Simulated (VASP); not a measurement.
Crystal: BAs.

```
CELL_PARAMETERS angstrom
2.96722 0.00000 0.00000
0.00000 3.34931 0.00000
0.00000 0.00000 7.73863
ATOMIC_POSITIONS crystal
B 0.50000 0.50000 0.17805
B 0.50000 0.50000 0.82195
B 0.00000 0.00000 0.50000
As 0.50000 0.00000 0.32195
As 0.00000 0.50000 0.00000
As 0.50000 0.00000 0.67805
```

The cell was built from a structure type or drawn by symmetry, and may not be a known phase.

* Program: VASP 6.6.1
* Task: relaxation of cell and atoms
* Functional: PBE
* Potentials or basis: VASP PAW PBE potentials, release 64 (B, As)
* Cutoff: 600 eV
* k mesh: 6 × 6 × 2
* Occupations: gaussian, width 0.1 eV
* Spin: no spin polarisation

At the start: pressure 23.4 GPa; volume 12.82 Å³/atom.

Problem. Where does the relaxation end?

Solution. Over 9 steps the energy falls by 191.1 meV/atom and the volume is 14.64 Å³/atom (+14.2 %); space group Pmmm (No. 47, to 0.1 Å) before and after.

The path:
```
step  energy change (eV)  largest force (eV/Å)  pressure (GPa)  volume (Å³)
   1              0.0000                0.0224           23.36        76.91
   2             -0.7255                0.2613          -10.16        99.31
   3             -1.0787                0.3657           -1.44        89.90
   4             -1.0786                0.3664           -1.78        90.18
   5             -1.1370                0.1243           -0.99        88.94
   6             -1.1411                0.0878           -0.72        88.54
   7             -1.1466                0.0122            0.25        87.64
   8             -1.1466                0.0124            0.25        87.64
   9             -1.1468                0.0099           -0.10        87.85
```

Final structure:
```
CELL_PARAMETERS angstrom
3.23752 0.00000 0.00000
0.00000 3.28088 0.00000
0.00000 0.00000 8.27022
ATOMIC_POSITIONS crystal
B 0.50000 0.50000 0.17533
B 0.50000 0.50000 0.82467
B 0.00000 0.00000 0.50000
As 0.50000 0.00000 0.32461
As 0.00000 0.50000 0.00000
As 0.50000 0.00000 0.67539
```

Caveat: the k points lie up to 0.38 Å⁻¹ apart in the final cell, too coarse for converged energies and pressures of a metal.
